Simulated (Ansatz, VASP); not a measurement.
MnO2 in VASP and in Ansatz

```
CELL_PARAMETERS angstrom
2.85658 0.00000 0.00000
-1.42829 2.47387 0.00000
0.00000 0.00000 4.60137
ATOMIC_POSITIONS crystal
Mn 0.00000 0.00000 0.50000
O 0.33333 0.66667 0.70629
O 0.66667 0.33333 0.29371
```

Alike in both runs: task single point; functional r2SCAN; k mesh 11 × 11 × 6; occupations fermi-dirac, width 0.05 eV; collinear spin.

|  | VASP | Ansatz |
| --- | --- | --- |
| version | VASP 6.6.1 | Ansatz 0.2.0 |
| potentials or method | VASP PAW PBE potentials, release 64 (Mn_pv, O) | Ansatz PAW |
| plane-wave cutoff (eV) | 520 | 500 |
| valence electrons in the cell | 25 | 27 |

|  | VASP | Ansatz | Ansatz less VASP |
| --- | --- | --- | --- |
| gap on the k mesh at the Fermi level (eV) | 1.89 | 1.93 | +0.030 |
| least direct gap on the mesh (eV) | 1.99 | 2.02 | +0.031 |
| pressure (GPa) | 0.3 | -0.7 | -1.05 |
| traceless stress, the component that is largest in VASP (GPa) | -0.17 | 0.41 | +0.577 |
| rms of the force components (eV/Å) | 0.002 | 0.038 | +0.0356 |
| net moment per atom (μB) | 1.00 | 1.00 | 0.000 |
| size of the moment on the site where the two differ most (μB) | 2.93 | 2.59 | -0.344 |

VASP's potentials were made for PBE, not for r2SCAN. Site moments also hang on the region over which each program counts them. Atom by atom the forces differ by 0.040 eV/Å (rms over components). VASP's potentials hold 25 valence electrons a cell and Ansatz's 27, so a difference there can come from the potentials and not from the codes.

Noted on Ansatz's run: the magnetic or orbital state may not be the lowest; odd divisions of the mesh miss points on the zone boundary, where band edges often lie, so the gap on the mesh can be too wide.
